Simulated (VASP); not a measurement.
# SiGe (P6_3mc) in VASP: further runs, part 3 of 4

VASP 6.6.1. Earlier steps stand in the parts before.

## Step 5: Single point, LDA (volume 22.389 Å^3 an atom, c/a of the conventional cell 1.9825)

The input, INCAR:

```
SYSTEM = SiGe
PREC     = Accurate       ! precision mode
ENCUT    = 520            ! plane-wave cutoff, eV
EDIFF    = 1E-6           ! SCF threshold, eV
ISMEAR   = 0              ! smearing method
SIGMA    = 0.03           ! smearing width, eV
LREAL    = .FALSE.        ! projectors in reciprocal space
LASPH    = .TRUE.         ! aspherical terms in the spheres
NELM     = 100            ! most SCF steps
ALGO     = Normal         ! electronic algorithm
ISIF     = 2              ! what is computed and relaxed
LWAVE    = .FALSE.        ! write WAVECAR
LCHARG   = .FALSE.        ! write CHGCAR
GGA      = CA             ! functional
NBANDS   = 26             ! bands
```

The input, KPOINTS:

```
regular mesh
0
G
  12 12 6
  0 0 0
```

The input, POSCAR:

```
SiGe
1.0
    3.7363735297      0.0000000000      0.0000000000
   -1.8681867648      3.2357943947      0.0000000000
    0.0000000000      0.0000000000      7.4073605226
Si Ge
2 2
Direct
    0.6666666667      0.3333333333      0.8745031008
    0.3333333333      0.6666666667      0.3745031008
    0.6666666667      0.3333333333      0.5004958992
    0.3333333333      0.6666666667      0.0004958992
```

Potentials or basis: VASP PAW LDA potentials, release 64 (Si, Ge_d).

Command:

```console
> cat potpaw_LDA.64/Si/POTCAR potpaw_LDA.64/Ge_d/POTCAR > POTCAR
> mpirun -np 1 vasp_std > vasp.out
```

OUTCAR:

```text
SYSTEM = SiGe
   PREC = Accurate
   ENCUT = 520
   EDIFF = 1E-6
   ISMEAR = 0
   LREAL = .FALSE.
   LASPH = .TRUE.
   NELM = 100
   ISIF = 2
   GGA = CA

 ion  position               nearest neighbor table
   1  0.667  0.333  0.875-   4 2.35   4 2.35   4 2.35   3 2.77
   2  0.333  0.667  0.375-   3 2.35   3 2.35   3 2.35   4 2.77
   3  0.667  0.333  0.500-   2 2.35   2 2.35   2 2.35   1 2.77
   4  0.333  0.667  0.000-   1 2.35   1 2.35   1 2.35   2 2.77

  LATTYP: Found a hexagonal cell.
 ALAT       =     3.7363735297
 C/A-ratio  =     1.9825000000

  Lattice vectors:

 A1 = (   3.7363735297,   0.0000000000,   0.0000000000)
 A2 = (  -1.8681867648,   3.2357943947,   0.0000000000)
 A3 = (   0.0000000000,   0.0000000000,   7.4073605226)

Analysis of symmetry for initial positions (statically):
=====================================================================
 Subroutine PRICEL returns:
 Original cell was already a primitive cell.

 Routine SETGRP: Setting up the symmetry group for a
 hexagonal supercell.

 Subroutine GETGRP returns: Found 12 space group operations
 (whereof  6 operations were pure point group operations)
 out of a pool of 24 trial point group operations.

The static configuration has the point symmetry C_3v.
 The point group associated with its full space group is C_6v.

Analysis of symmetry for dynamics (positions and initial velocities):
=====================================================================
 Subroutine PRICEL returns:
 Original cell was already a primitive cell.

 Routine SETGRP: Setting up the symmetry group for a
 hexagonal supercell.

 Subroutine GETGRP returns: Found 12 space group operations
 (whereof  6 operations were pure point group operations)
 out of a pool of 24 trial point group operations.
[... 121 lines left out ...]
   ISMEAR =     0;   SIGMA  =   0.03  broadening in eV -4-tet -1-fermi 0-gaus
   EFERMI_NEDOS =   21; number of points for ismear=-14 and -15
   IALGO  =     38    algorithm
   IMIX   =      4    mixing-type and parameters
     AMIX     =   0.40;   BMIX     =  1.00
     AMIX_MAG =   1.60;   BMIX_MAG =  1.00
  volume/ion in A,a.u.               =      22.39       151.09
  Fermi-wavevector in a.u.,A,eV,Ry     =   1.208215  2.283195 19.861549  1.459783
  Thomas-Fermi vector in A             =   2.343829
   LORBIT       =      0    0 simple, 1 ext, 2 COOP (PROOUT), +10 PAW based schemes
   GGA     = CA    functional components
   LHFCALC =     F    Hartree Fock is set to
   AEXX    =    0.0000 exact exchange contribution
   IVDW    =     0    specifies the selected vdW correction
   LEPSILON=     F    determine dielectric tensor
   LRPA    =     F    only Hartree local field effects (RPA)
 non-spin polarized calculation
 Gauss-broadening in eV      SIGMA  =   0.03
  energy-cutoff  :      520.00
  volume of cell :       89.56
 maximum number of plane-waves:      2436
 NGX is ok and might be reduce to    28
   NGX = 13   NGY = 13   NGZ = 27

 number of electron      35.9999995 magnetization

 Free energy of the ion-electron system (eV)
  ---------------------------------------------------
  ext. energy  EPLUGINS =         0.00000000
  ---------------------------------------------------
  free energy    TOTEN  =       -21.24194299 eV

  energy without entropy =      -21.24170434  energy(sigma->0) =      -21.24182366

 E-fermi :   4.6865     XC(G=0):  -9.7621

 val. band max:        4.6720385242   @ k =   0.0000   0.0000   0.5000
 cond. band min:       4.7295170364   @ k =   0.2500   0.0000   0.0000
 fundamental gap:      0.0574785122
 Fermi energy:         4.6864802391

 k-point     1 :       0.0000    0.0000    0.0000
  band No.  band energies     occupation
      1     -19.7501      2.00000
      2     -19.7487      2.00000
      3     -19.7450      2.00000
      4     -19.7450      2.00000
      5     -19.7435      2.00000
      6     -19.7435      2.00000
[... 685 lines left out ...]
     25      11.5994      0.00000
     26      12.1802      0.00000

 [... further k-points ...]

------------------------ aborting loop because EDIFF is reached ----------------------------------------

  FORCE on cell =-STRESS in cart. coord.  units (eV):
  Direction    XX          YY          ZZ          XY          YZ          ZX
  --------------------------------------------------------------------------------------
  -------------------------------------------------------------------------------------
  Total        2.8685946      2.8685946     -9.1514234      0.0000000      0.0000000      0.0000000
  in kB       51.3198139     51.3198139   -163.7210586      0.0000000      0.0000000      0.0000000
  external PRESSURE =     -20.3604770 kB  Pullay stress =       0.0000000 kB

 VOLUME and BASIS-vectors are now :
 -----------------------------------------------------------------------------
  energy-cutoff  :      520.00
  volume of cell :       89.56
      direct lattice vectors                 reciprocal lattice vectors
     3.736373530  0.000000000  0.000000000     0.267639194  0.154521561  0.000000000
    -1.868186765  3.235794395  0.000000000     0.000000000  0.309043121  0.000000000
     0.000000000  0.000000000  7.407360523     0.000000000  0.000000000  0.135000854

 POSITION                                       TOTAL-FORCE (eV/Angst)
 -----------------------------------------------------------------------------------
      1.86819      1.07860      6.47776         0.000000     -0.000000     -0.513596
     -0.00000      2.15720      2.77408         0.000000     -0.000000     -0.513596
      1.86819      1.07860      3.70735         0.000000      0.000000      0.513596
     -0.00000      2.15720      0.00367        -0.000000     -0.000000      0.513596
 -----------------------------------------------------------------------------------
    total drift:                                0.000000      0.000000      0.000305

  FREE ENERGIE OF THE ION-ELECTRON SYSTEM (eV)
  ---------------------------------------------------
  free  energy   TOTEN  =       -21.2419429860 eV

  energy  without entropy=      -21.2417043431  energy(sigma->0) =      -21.24182366
```

OSZICAR:

```text
N       E                     dE             d eps       ncg     rms          rms(c)
DAV:   1     0.266736746734E+03    0.26674E+03   -0.17732E+04  4630   0.284E+03
DAV:   2     0.220097936368E+02   -0.24473E+03   -0.23610E+03  4008   0.645E+02
DAV:   3    -0.199552745589E+02   -0.41965E+02   -0.41434E+02  4742   0.155E+02
DAV:   4    -0.217187304451E+02   -0.17635E+01   -0.17598E+01  4742   0.351E+01
DAV:   5    -0.217562408469E+02   -0.37510E-01   -0.37499E-01  4864   0.567E+00    0.573E+00
DAV:   6    -0.213838844667E+02    0.37236E+00   -0.22303E-01  4842   0.263E+00    0.327E+00
DAV:   7    -0.212404477060E+02    0.14344E+00   -0.39338E-01  5084   0.348E+00    0.347E-01
DAV:   8    -0.212422051491E+02   -0.17574E-02   -0.64569E-02  4400   0.166E+00    0.265E-01
DAV:   9    -0.212419470052E+02    0.25814E-03   -0.31402E-03  4870   0.436E-01    0.151E-01
DAV:  10    -0.212419620232E+02   -0.15018E-04   -0.50886E-04  4960   0.214E-01    0.436E-02
DAV:  11    -0.212419421878E+02    0.19835E-04   -0.73285E-05  4988   0.792E-02    0.120E-02
DAV:  12    -0.212419429860E+02   -0.79818E-06   -0.92024E-06  4198   0.259E-02
   1 F= -.21241943E+02 E0= -.21241824E+02  d E =-.238643E-03
```

stdout:

```text
POSCAR found type information on POSCAR SiGe
 POSCAR found :  2 types and       4 ions
 scaLAPACK will be used
 LDA part: xc-table for (Slater(with rela. corr.)+CA(PZ))
 , standard interpolation
 POSCAR, INCAR and KPOINTS ok, starting setup
 FFT: planning ... GRIDC
 FFT: planning ... GRID_SOFT
 FFT: planning ... GRID
 WAVECAR not read
 entering main loop
```

Run time: 94 s. Hardware: 1 thread of Intel Xeon Platinum 8488C (Sapphire Rapids), shared host; peak memory 0.26 GiB.

Results:

```
Free energy            : -21.2419 eV
Pressure               : -2.0 GPa
Largest force          : 0.514 eV/Å
Band gap on the k mesh : zero (band 18 reaches 5.09 eV, above the bottom of band 19 at 4.46 eV)
```

Forces in eV/Å, atoms in the order of the input:
```
Si   0.000  0.000 -0.514
Si   0.000  0.000 -0.514
Ge   0.000  0.000  0.514
Ge   0.000  0.000  0.514
```

Stress tensor (GPa, compression positive):
```
  5.13   0.00   0.00
  0.00   5.13   0.00
  0.00   0.00 -16.37
```

(Continued in part 4 of 4.)
